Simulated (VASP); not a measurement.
Zr, 1 atom in the cell. The structure is cubic, space group Fm-3m (No. 225). The conventional cell has a = 4.510 Å, b = 4.510 Å, c = 4.510 Å, α = 90.00°, β = 90.00°, γ = 90.00°. Within 4.2 Å of Zr (site symmetry m-3m) lie 12 Zr at 3.19 Å. This isn't the form of Zr at room conditions, which is hcp.

```yaml
Program: VASP 6.6.1
Task: single point
Functional: PBE
Potentials_or_basis: VASP PAW PBE potentials, release 64 (Zr_sv)
Cutoff: 500 eV
k_mesh: 9 × 9 × 9
Occupations: gaussian, width 0.1 eV
Spin: no spin polarisation
Dipole_correction: no
Further_INCAR_settings: ALGO = Normal; EDIFF = 1e-06; NBANDS = 12
```

Potentials or basis: VASP PAW PBE potentials, release 64 (Zr_sv).

Run with:

```bash
$ cat potpaw_PBE.64/Zr_sv/POTCAR > POTCAR
$ mpirun -np 1 vasp_std > vasp.out
```

Hardware: 1 thread of Intel(R) Xeon(R) Platinum 8375C CPU @ 2.90GHz (Ice Lake) (shared host).

Task: Estimate the wall time of this run.

Result: Run time: 9 s on 1 thread of Intel(R) Xeon(R) Platinum 8375C CPU @ 2.90GHz (Ice Lake), on a shared host, peak memory 0.14 GiB. Counts: scf iterations 12, k points 35.
